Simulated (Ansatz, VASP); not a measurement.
## IrO in VASP and in Ansatz

```xyz
6
Lattice="4.4700 0.0000 0.0000 0.0000 4.4700 0.0000 0.0000 0.0000 3.7943" Properties=species:S:1:pos:R:3 pbc="T T T"
Ir    2.2350    2.2350    1.8972
Ir    2.2350    0.0000    0.0000
Ir    0.0000    2.2350    0.0000
O     0.0000    0.0000    1.8972
O     2.2350    0.0000    1.8972
O     0.0000    2.2350    1.8972
```

Alike in both runs: functional PBE; k mesh 10 × 10 × 10; occupations gaussian, width 0.1 eV; collinear spin.

Ansatz relaxed the structure, and its values are those at the end. VASP's run is a single point on that final structure, the one shown.

|  | VASP | Ansatz |
| --- | --- | --- |
| version | VASP 6.6.1 | Ansatz 0.2.0 |
| potentials or method | VASP PAW PBE potentials, release 64 (Ir, O), cutoff 520 eV | scalar-relativistic, plane waves, PAW |
| valence electrons in the cell | 45 | 69 |

Ansatz gave:

| Property | Result |
| --- | --- |
| gap on the k mesh at the Fermi level (eV) | none |
| pressure (GPa) | 0.0 |
| net moment per atom (μB) | 0.45 |
| size of the moment on the site where the two differ most (μB) | 1.32 |

Q: What did VASP give for the same quantities?

A: gap on the k mesh at the Fermi level (eV): none; pressure (GPa): -0.8; net moment per atom (μB): 0.00; size of the moment on the site where the two differ most (μB): 0.00.

The net moments are unlike, so the other rows may belong to different states. Site moments also hang on the region over which each program counts them. A gap of «none» marks a metal or a gap that the smearing closes. VASP's potentials hold 45 valence electrons a cell and Ansatz's 69, so a difference there can come from the potentials and not from the codes.

Spin-orbit coupling is off throughout.
